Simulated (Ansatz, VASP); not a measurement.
# One calculation of Li3CuAu2, two programs

The input INCAR:

```
ALGO = Normal
EDIFF = 1E-7
EDIFFG = -0.04
ENCUT = 600
GGA = PE
IBRION = 2
ISIF = 3
ISMEAR = 0
LASPH = True
LCHARG = False
LREAL = False
LWAVE = False
NELM = 100
NSW = 90
PREC = Accurate
SIGMA = 0.1
```

File KPOINTS:

```
k-points
0
Gamma
  6 6 2
```

POSCAR

```
Li3CuAu2
1.0
    2.6166865400      0.0000000000      0.0000000000
   -1.3083432700      2.2661170200      0.0000000000
    0.0000000000      0.0000000000     12.1250583600
Li Cu Au
3 1 2
Direct
    0.0000000000      0.0000000000      0.3241818400
    0.0000000000      0.0000000000      0.6575749400
    0.3333333300      0.6666666700      0.8333034500
    0.0000000000      0.0000000000      0.0000000000
    0.3333333300      0.6666666700      0.1574852900
    0.3333333300      0.6666666700      0.4908783900
```

Input for Ansatz:

```yaml
crystal:
  lattice:
    - [2.61668654, 0.0, 0.0]
    - [-1.30834327, 2.26611702, 0.0]
    - [0.0, 0.0, 12.12505836]
  atoms:
    - { symbol: Li, position: [0.0, 0.0, 0.32418184] }
    - { symbol: Li, position: [0.0, 0.0, 0.65757494] }
    - { symbol: Li, position: [0.33333333, 0.66666667, 0.83330345] }
    - { symbol: Cu, position: [0.0, 0.0, 0.0] }
    - { symbol: Au, position: [0.33333333, 0.66666667, 0.15748529] }
    - { symbol: Au, position: [0.33333333, 0.66666667, 0.49087839] }
basis:
  ecutwfc: 420
kpoints:
  mp_grid: { grid: [6, 6, 2] }
hamiltonian:
  xc: pbe
scf:
  occupations: { method: gaussian, width: 0.1 }
  lower_state_search: "off"
output:
  forces: true
  stress: true
  eigenvalues: true
relax:
  adjacent_minimum: "off"
  f_tol: 0.04
  max_steps: 70
  cell: { stress_tol: 0.4 }
```

Alike in both runs: task relaxation of cell and atoms; functional PBE; k mesh 6 × 6 × 2; occupations gaussian, width 0.1 eV; no spin polarisation.

|  | VASP | Ansatz |
| --- | --- | --- |
| version | VASP 6.6.1 | Ansatz 0.2.0 |
| potentials or method | VASP PAW PBE potentials, release 64 (Li_sv, Cu, Au), cutoff 600 eV | scalar-relativistic, plane waves, PAW |
| valence electrons in the cell | 42 | 66 |

```csv
,VASP,Ansatz,Ansatz less VASP
"gap on the k mesh at the Fermi level, each at its own relaxed structure (eV)",none,none,-
relaxed volume (Å³/atom),16.09,16.17,+0.086
relaxed length of the cell vector where the two differ most in proportion (Å),2.927,2.934,+0.0071
```

A gap of «none» marks a metal or a gap that the smearing closes. VASP's potentials hold 42 valence electrons a cell and Ansatz's 66, so a difference there can come from the potentials and not from the codes.

The k mesh is coarse, so the values compare programs but aren't converged. Neither program's run includes spin-orbit coupling. Noted on VASP's run: the cutoff is under 1.25 times that of the potentials, so the pressure is a little rough; the volume moved by over 15 % at a fixed basis, so the end points are rough.
